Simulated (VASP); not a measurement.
# Al2Cu in VASP: a series of runs, part 2 of 2

VASP 6.6.1. Earlier steps stand in the parts before.

### 3 Single point, PBE (volume scaled by 1.10, then relaxed in part)

INCAR

```
ALGO = Fast
EDIFF = 1E-7
ENCUT = 520
GGA = PE
ISIF = 2
ISMEAR = 0
LASPH = True
LCHARG = False
LREAL = False
LWAVE = False
NBANDS = 16
NELM = 60
PREC = Accurate
SIGMA = 0.1
```

KPOINTS

```
k-points
0
Gamma
  12 12 12
```

POSCAR

```
Al2Cu
1.0
   -2.1106249474      2.1106249474      2.9849270553
    2.1106249474     -2.1106249474      2.9849270553
    2.1106249474      2.1106249474     -2.9849270553
Al Cu
2 1
Direct
    0.2500000000      0.7500000000      0.5000000000
    0.7500000000      0.2500000000      0.5000000000
    0.5000000000      0.5000000000      0.0000000000
```

Potentials or basis: VASP PAW PBE potentials, release 64 (Al, Cu).

The run is started by

```bash
cat potpaw_PBE.64/Al/POTCAR potpaw_PBE.64/Cu/POTCAR > POTCAR
mpirun -np 1 vasp_std > vasp.out
```

OUTCAR:

```text
EDIFF = 1E-7
   ENCUT = 520
   GGA = PE
   ISIF = 2
   ISMEAR = 0
   LASPH = True
   LREAL = False
   NELM = 60
   PREC = Accurate

 ion  position               nearest neighbor table
   1  0.250  0.750  0.500-   3 2.58   3 2.58   3 2.58   3 2.58   2 2.98   2 2.98   2 2.98   2 2.98
                             2 2.98   2 2.98
   2  0.750  0.250  0.500-   3 2.58   3 2.58   3 2.58   3 2.58   1 2.98   1 2.98   1 2.98   1 2.98
                             1 2.98   1 2.98
   3  0.500  0.500  0.000-   1 2.58   2 2.58   1 2.58   2 2.58   1 2.58   2 2.58   1 2.58   2 2.58

  LATTYP: Found a body centered tetragonal cell.
 ALAT       =     4.2212498948
 C/A-ratio  =     1.4142384979

  Lattice vectors:

 A1 = (  -2.1106249474,   2.1106249474,   2.9849270553)
 A2 = (   2.1106249474,  -2.1106249474,   2.9849270553)
 A3 = (   2.1106249474,   2.1106249474,  -2.9849270553)

Analysis of symmetry for initial positions (statically):
=====================================================================
 Subroutine PRICEL returns:
 Original cell was already a primitive cell.

 Routine SETGRP: Setting up the symmetry group for a
[... 173 lines left out ...]
 val. band max:        5.9577283247   @ k =  -0.1667   0.4167   0.1667
 cond. band min:       5.9688243824   @ k =  -0.4167   0.4167   0.0000
 fundamental gap:      0.0110960577
 Fermi energy:         5.9655725337

 k-point     1 :       0.0000    0.0000    0.0000
  band No.  band energies     occupation
      1      -3.5538      2.00000
      2       1.8496      2.00000
      3       1.8496      2.00000
      4       1.8496      2.00000
      5       2.3493      2.00000
      6       2.3494      2.00000
[... 433 lines left out ...]
      3       1.9622      2.00000
      4       2.0302      2.00000
      5       2.3037      2.00000
      6       2.4149      2.00000
[... 8 lines left out ...]
     15      15.2068      0.00000
     16      16.0062      0.00000

 [... further k-points ...]

------------------------ aborting loop because EDIFF is reached ----------------------------------------

  FORCE on cell =-STRESS in cart. coord.  units (eV):
  Direction    XX          YY          ZZ          XY          YZ          ZX
  --------------------------------------------------------------------------------------
  -------------------------------------------------------------------------------------
  Total       -2.3386794     -2.3386794     -2.3390200      0.0000000      0.0000000      0.0000000
  in kB      -70.4474729    -70.4474729    -70.4577333      0.0000000      0.0000000      0.0000000
  external PRESSURE =     -70.4508931 kB  Pullay stress =       0.0000000 kB

 VOLUME and BASIS-vectors are now :
 -----------------------------------------------------------------------------
  energy-cutoff  :      520.00
  volume of cell :       53.19
      direct lattice vectors                 reciprocal lattice vectors
    -2.110624947  2.110624947  2.984927055     0.000000000  0.236896660  0.167508281
     2.110624947 -2.110624947  2.984927055     0.236896660  0.000000000  0.167508281
     2.110624947  2.110624947 -2.984927055     0.236896660  0.236896660  0.000000000

 POSITION                                       TOTAL-FORCE (eV/Angst)
 -----------------------------------------------------------------------------------
      2.11062      0.00000      1.49246         0.000000     -0.000000      0.000000
      0.00000      2.11062      1.49246        -0.000000      0.000000     -0.000000
      0.00000      0.00000      2.98493        -0.000000      0.000000      0.000000
 -----------------------------------------------------------------------------------
    total drift:                               -0.000000      0.000000     -0.000000

  FREE ENERGIE OF THE ION-ELECTRON SYSTEM (eV)
  ---------------------------------------------------
  free  energy   TOTEN  =       -11.6326365750 eV

  energy  without entropy=      -11.6265804193  energy(sigma->0) =      -11.62960850
```

OSZICAR:

```text
N       E                     dE             d eps       ncg     rms          rms(c)
DAV:   1     0.599199577867E+02    0.59920E+02   -0.66654E+03  5224   0.108E+03
[... 11 lines left out ...]
RMM:  13    -0.116326388295E+02    0.39324E-03   -0.11059E-03  6541   0.456E-01    0.426E-02
RMM:  14    -0.116326396989E+02   -0.86935E-06   -0.21753E-04  6780   0.170E-01    0.259E-02
RMM:  15    -0.116326502953E+02   -0.10596E-04   -0.65441E-05  7197   0.540E-02    0.278E-02
RMM:  16    -0.116326371361E+02    0.13159E-04   -0.19609E-05  6748   0.546E-02    0.147E-02
RMM:  17    -0.116326368843E+02    0.25176E-06   -0.59382E-06  6964   0.172E-02    0.119E-02
RMM:  18    -0.116326365569E+02    0.32743E-06   -0.11301E-06  6731   0.111E-02    0.672E-03
RMM:  19    -0.116326365750E+02   -0.18129E-07   -0.53818E-07  5814   0.801E-03
   1 F= -.11632637E+02 E0= -.11629608E+02  d E =-.605616E-02
```

stdout:

```text
POSCAR found type information on POSCAR AlCu
 POSCAR found :  2 types and       3 ions
 scaLAPACK will be used
 LDA part: xc-table for (Slater+PW92), standard interpolation
 POSCAR, INCAR and KPOINTS ok, starting setup
 FFT: planning ... GRIDC
 FFT: planning ... GRID_SOFT
 FFT: planning ... GRID
 WAVECAR not read
 entering main loop
```

Run time: 2.5 min. Hardware: 1 thread of Intel Xeon Platinum 8259CL at 2.50GHz (Skylake/Cascade Lake), shared host; peak memory 0.27 GiB.

What came out:

```
Free energy : -11.6326 eV
Pressure    : -7.0 GPa
```

Levels at points of the mesh, in eV from the Fermi level:
```csv
k point,band 5,band 6,band 7,band 8,band 9,band 10,band 11,band 12,band 13,band 14
"(0.00, 0.00, 0.00)",-3.62,-3.62,2.60,2.60,2.60,2.93,2.93,2.93,3.13,6.48
"(0.50, 0.00, 0.00)",-3.60,-3.57,-3.57,0.65,0.65,2.73,2.73,3.09,4.01,9.24
"(0.50, 0.50, 0.00)",-3.68,-3.49,-3.40,-1.76,-1.76,-0.06,1.63,8.71,9.57,9.57
"(0.50, 0.50, 0.50)",-3.68,-3.49,-3.40,-1.76,-1.76,-0.06,1.63,8.71,9.57,9.57
```
